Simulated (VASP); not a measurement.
# LiCl in VASP: further runs, part 2 of 2

VASP 6.6.1. The steps go on from the part before.

## (3) Single point, PBE

This run uses another cell than the first one, of 16.54 Å³/atom, 0.980 times its volume.

Input file INCAR:

```
ALGO = Normal
EDIFF = 1E-6
ENCUT = 520
GGA = PE
ISIF = 2
ISMEAR = 0
LASPH = T
LCHARG = F
LREAL = F
LWAVE = F
NBANDS = 12
NELM = 100
PREC = Accurate
SIGMA = 0.02
```

Input file KPOINTS:

```
k-points
0
Gamma
  6 6 6
```

Input file POSCAR:

```
LiCl
1.0
    0.0000000000      2.5391223000      2.5647700000
    2.5391223000      0.0000000000      2.5647700000
    2.5391223000      2.5391223000      0.0000000000
Li Cl
1 1
Direct
    0.0000000000      0.0000000000      0.0000000000
    0.5000000000      0.5000000000      0.5000000000
```

Potentials or basis: VASP PAW PBE potentials, release 64 (Li_sv, Cl).

The run is started by

```bash
$ cat potpaw_PBE.64/Li_sv/POTCAR potpaw_PBE.64/Cl/POTCAR > POTCAR
$ mpirun -np 1 vasp_std > vasp.out
```

It took 6.3 s on 1 thread of Intel Xeon 6975P-C (Granite Rapids), shared host; peak memory 0.15 GiB.

The run converged. Its results:

| Quantity | Value |
| --- | --- |
| Free energy | -7.3823 eV |
| Band gap on the k mesh | 6.44 eV, direct |

Levels at points of the mesh, in eV from the valence-band top:
| k point | band 1 | band 2 | band 3 | band 4 | band 5 | band 6 | band 7 | band 8 | band 9 | band 10 |
| --- | --- | --- | --- | --- | --- | --- | --- | --- | --- | --- |
| (0.00, 0.00, 0.00) | -43.51 | -13.49 | -0.03 | -0.03 | 0.00 | 6.44 | 11.88 | 11.97 | 11.97 | 14.50 |
| (0.50, 0.00, 0.00) | -43.50 | -12.89 | -2.91 | -0.30 | -0.27 | 6.76 | 9.45 | 9.53 | 13.17 | 17.03 |
| (0.50, 0.50, 0.00) | -43.50 | -12.64 | -3.00 | -1.13 | -1.13 | 7.93 | 8.28 | 12.50 | 14.31 | 14.31 |
| (0.50, 0.00, 0.50) | -43.50 | -12.62 | -3.00 | -1.20 | -1.13 | 7.91 | 8.23 | 12.64 | 14.13 | 14.34 |

Caveat: the cutoff is under 1.25 times the usual one of these potentials, so pressure, stress and relaxed cells hold a basis-set (Pulay) error.

## (4) Single point, PBE

This run uses another cell than the first one, of 16.70 Å³/atom, 0.990 times its volume.

Input file INCAR:

```
SYSTEM = LiCl
ALGO     = Normal         ! electronic algorithm
EDIFF    = 1E-6           ! SCF threshold, eV
ENCUT    = 520            ! plane-wave cutoff, eV
GGA      = PE             ! functional
ISIF     = 2              ! what is computed and relaxed
ISMEAR   = 0              ! smearing method
LASPH    = .True.         ! aspherical terms in the spheres
LCHARG   = .True.         ! write CHGCAR
LELF     = .True.         ! ELF
LREAL    = .False.        ! projectors in reciprocal space
LVHAR    = .True.       
LWAVE    = .False.        ! write WAVECAR
NBANDS   = 12             ! bands
NELM     = 100            ! most SCF steps
PREC     = Accurate       ! precision mode
SIGMA    = 0.02           ! smearing width, eV
```

Input file KPOINTS:

```
k-points
0
Gamma
  6 6 6
  0 0 0
```

Input file POSCAR:

```
LiCl
1.0
    0.0000000000      2.5519461500      2.5647700000
    2.5519461500      0.0000000000      2.5647700000
    2.5519461500      2.5519461500      0.0000000000
Li Cl
1 1
Direct
    0.0000000000      0.0000000000      0.0000000000
    0.5000000000      0.5000000000      0.5000000000
```

The run is started by

```bash
$ cat potpaw_PBE.64/Li_sv/POTCAR potpaw_PBE.64/Cl/POTCAR > POTCAR
$ mpirun -np 1 vasp_std > vasp.out
```

It took 6 s on 1 thread of Intel Xeon 6975P-C (Granite Rapids), shared host; peak memory 0.15 GiB.

The run converged. Its results:

- Free energy: -7.3844 eV
- Band gap on the k mesh: 6.39 eV, direct

Levels at points of the mesh, in eV from the valence-band top:
```tsv
k point	band 2	band 3	band 4	band 5	band 6	band 7	band 8	band 9
(0.00, 0.00, 0.00)	-13.44	-0.01	-0.01	0.00	6.39	11.91	11.95	11.95
(0.50, 0.00, 0.00)	-12.86	-2.86	-0.28	-0.26	6.76	9.48	9.52	13.07
(0.50, 0.50, 0.00)	-12.61	-2.95	-1.12	-1.12	7.91	8.28	12.47	14.21
(0.50, 0.00, 0.50)	-12.60	-2.95	-1.15	-1.12	7.90	8.26	12.54	14.12
```

Caveat: the cutoff is under 1.25 times the usual one of these potentials, so pressure, stress and relaxed cells hold a basis-set (Pulay) error. A k mesh can miss the band edges.

## (5) Single point, PBE

This run uses another cell than the first one, of 17.04 Å³/atom, 1.010 times its volume.

Input file INCAR:

```
PREC = Accurate
ENCUT = 520
EDIFF = 1E-6
ISMEAR = 0
SIGMA = 0.02
LREAL = False
LASPH = True
NELM = 100
ALGO = Normal
ISIF = 2
LWAVE = False
LCHARG = False
GGA = PE
NBANDS = 12
```

Input file KPOINTS:

```
regular mesh
0
Gamma
  6 6 6
```

Input file POSCAR:

```
LiCl
1.0
    0.0000000000      2.5775938500      2.5647700000
    2.5775938500      0.0000000000      2.5647700000
    2.5775938500      2.5775938500      0.0000000000
Li Cl
1 1
Direct
    0.0000000000      0.0000000000      0.0000000000
    0.5000000000      0.5000000000      0.5000000000
```

The run is started by

```bash
$ cat potpaw_PBE.64/Li_sv/POTCAR potpaw_PBE.64/Cl/POTCAR > POTCAR
$ mpirun -np 1 vasp_std > vasp.out
```

Wall time 6.3 s (1 thread of Intel Xeon 6975P-C (Granite Rapids), shared host); peak memory 0.15 GiB.

The run converged. Its results:

```
Free energy            : -7.3861 eV
Band gap on the k mesh : 6.28 eV, direct
```

Levels at points of the mesh, in eV from the valence-band top:
| k point | band 1 | band 2 | band 3 | band 4 | band 5 | band 6 | band 7 | band 8 | band 9 | band 10 |
| --- | --- | --- | --- | --- | --- | --- | --- | --- | --- | --- |
| (0.00, 0.00, 0.00) | -43.55 | -13.37 | -0.01 | 0.00 | 0.00 | 6.28 | 11.91 | 11.91 | 11.95 | 14.43 |
| (0.50, 0.00, 0.00) | -43.54 | -12.81 | -2.78 | -0.26 | -0.25 | 6.74 | 9.47 | 9.51 | 12.87 | 16.83 |
| (0.50, 0.50, 0.00) | -43.54 | -12.57 | -2.85 | -1.10 | -1.10 | 7.85 | 8.29 | 12.40 | 14.01 | 14.01 |
| (0.50, 0.00, 0.50) | -43.54 | -12.58 | -2.85 | -1.10 | -1.07 | 7.86 | 8.31 | 12.33 | 14.00 | 14.10 |

Caveat: the cutoff is under 1.25 times the usual one of these potentials, so pressure, stress and relaxed cells hold a basis-set (Pulay) error.

## (6) Single point, PBE

This run uses another cell than the first one, of 17.21 Å³/atom, 1.020 times its volume.

Input file INCAR:

```
PREC = Accurate
ENCUT = 520
EDIFF = 1E-6
ISMEAR = 0
SIGMA = 0.02
LREAL = F
LASPH = T
NELM = 60
ALGO = Normal
ISIF = 2
LWAVE = F
LCHARG = T
GGA = PE
LELF = T
LVHAR = T
NBANDS = 12
```

KPOINTS is that of step 5.

Input file POSCAR:

```
LiCl
1.0
    0.0000000000      2.5904177000      2.5647700000
    2.5904177000      0.0000000000      2.5647700000
    2.5904177000      2.5904177000      0.0000000000
Li Cl
1 1
Direct
    0.0000000000      0.0000000000      0.0000000000
    0.5000000000      0.5000000000      0.5000000000
```

Potentials or basis: VASP PAW PBE potentials, release 64 (Li_sv, Cl).

The run is started by

```bash
$ cat potpaw_PBE.64/Li_sv/POTCAR potpaw_PBE.64/Cl/POTCAR > POTCAR
$ mpirun -np 1 vasp_std > vasp.out
```

OUTCAR:

```text
PREC = Accurate
   ENCUT = 520
   EDIFF = 1E-6
   ISMEAR = 0
   LREAL = F
   LASPH = T
   NELM = 60
   ISIF = 2
   GGA = PE

 ion  position               nearest neighbor table
   1  0.000  0.000  0.000-   2 2.56   2 2.56   2 2.59   2 2.59   2 2.59   2 2.59
   2  0.500  0.500  0.500-   1 2.56   1 2.56   1 2.59   1 2.59   1 2.59   1 2.59

  LATTYP: Found a body centered tetragonal cell.
 ALAT       =     3.6634038436
 C/A-ratio  =     1.4002114479

  Lattice vectors:

 A1 = (   0.0000000000,  -2.5904177000,  -2.5647700000)
 A2 = (   0.0000000000,   2.5904177000,  -2.5647700000)
 A3 = (   2.5904177000,   0.0000000000,   2.5647700000)

Analysis of symmetry for initial positions (statically):
=====================================================================
 Subroutine PRICEL returns:
 Original cell was already a primitive cell.

 Routine SETGRP: Setting up the symmetry group for a
 body centered tetragonal supercell.

 Subroutine GETGRP returns: Found 16 space group operations
 (whereof 16 operations were pure point group operations)
 out of a pool of 16 trial point group operations.

The static configuration has the point symmetry D_4h.

Analysis of symmetry for dynamics (positions and initial velocities):
[... 165 lines left out ...]

 k-point     1 :       0.0000    0.0000    0.0000
  band No.  band energies     occupation
      1     -43.1265      2.00000
      2     -12.8957      2.00000
      3       0.4136      2.00000
      4       0.4413      2.00000
      5       0.4413      2.00000
      6       6.6595      0.00000
      7      12.3253      0.00000
      8      12.3253      0.00000
      9      12.4104      0.00000
     10      14.7750      0.00000
     11      14.7750      0.00000
     12      14.9325      0.00000
[... 331 lines left out ...]
 k-point    24 :       0.5000    0.0000    0.3333
  band No.  band energies     occupation
      1     -43.1235      2.00000
      2     -12.1868      2.00000
      3      -2.0764      2.00000
      4      -0.8672      2.00000
      5      -0.4401      2.00000
      6       8.5510      0.00000
      7       9.6229      0.00000
      8      11.5426      0.00000
      9      12.7631      0.00000
     10      14.4117      0.00000
     11      18.2585      0.00000
     12      19.0297      0.00000

 [... further k-points ...]
[... 5 lines left out ...]
  --------------------------------------------------------------------------------------
  -------------------------------------------------------------------------------------
  Total       -0.0933745     -0.0933745     -0.0319537      0.0000000      0.0000000      0.0000000
  in kB       -4.3463121     -4.3463121     -1.4873529      0.0000000      0.0000000      0.0000000
  external PRESSURE =      -3.3933257 kB  Pullay stress =       0.0000000 kB

 VOLUME and BASIS-vectors are now :
 -----------------------------------------------------------------------------
  energy-cutoff  :      520.00
  volume of cell :       34.42
      direct lattice vectors                 reciprocal lattice vectors
     0.000000000  2.590417700  2.564770000    -0.193019064  0.193019064  0.194949255
     2.590417700  0.000000000  2.564770000     0.193019064 -0.193019064  0.194949255
     2.590417700  2.590417700  0.000000000     0.193019064  0.193019064 -0.194949255

 POSITION                                       TOTAL-FORCE (eV/Angst)
 -----------------------------------------------------------------------------------
      0.00000      0.00000      0.00000        -0.000000      0.000000      0.000000
      2.59042      2.59042      2.56477         0.000000     -0.000000      0.000000
 -----------------------------------------------------------------------------------
    total drift:                                0.000000      0.000000      0.000000

  FREE ENERGIE OF THE ION-ELECTRON SYSTEM (eV)
  ---------------------------------------------------
  free  energy   TOTEN  =        -7.3856810389 eV

  energy  without entropy=       -7.3856810389  energy(sigma->0) =       -7.38568104
```

It took 8.1 s on 1 thread of Intel Xeon 6975P-C (Granite Rapids), shared host; peak memory 0.15 GiB.

Results:

```yaml
Free_energy: -7.3857 eV
Band_gap_on_the_k_mesh: 6.22 eV, direct
```

Caveat: the cutoff is under 1.25 times the usual one of these potentials, so pressure, stress and relaxed cells hold a basis-set (Pulay) error.

## (7) Summary

| cell | gap on the mesh (eV) |
| --- | --- |
| a = 3.627 Å, angles 60.0°, 2 atoms | 6.34 |
| a = 3.609, b = 3.609, c = 3.591 Å, angles 60.2, 60.2, 59.7°, 2 atoms | 6.44 |
| a = 3.618, b = 3.618, c = 3.609 Å, angles 60.1, 60.1, 59.8°, 2 atoms | 6.39 |
| a = 3.636, b = 3.636, c = 3.645 Å, angles 59.9, 59.9, 60.2°, 2 atoms | 6.28 |
| a = 3.645, b = 3.645, c = 3.663 Å, angles 59.8, 59.8, 60.3°, 2 atoms | 6.22 |

Alike in all rows: task single point; level PBE; potentials or basis VASP PAW PBE potentials, release 64 (Li_sv, Cl); no spin polarisation; k mesh 6 × 6 × 6; cutoff (eV) 520; smearing gaussian 0.02 eV.

Caveats: the cutoff is under 1.25 times the usual one of these potentials, so pressure, stress and relaxed cells hold a basis-set (Pulay) error.

Total energies depend on the potentials used, so only differences within one code and one set of settings carry meaning.
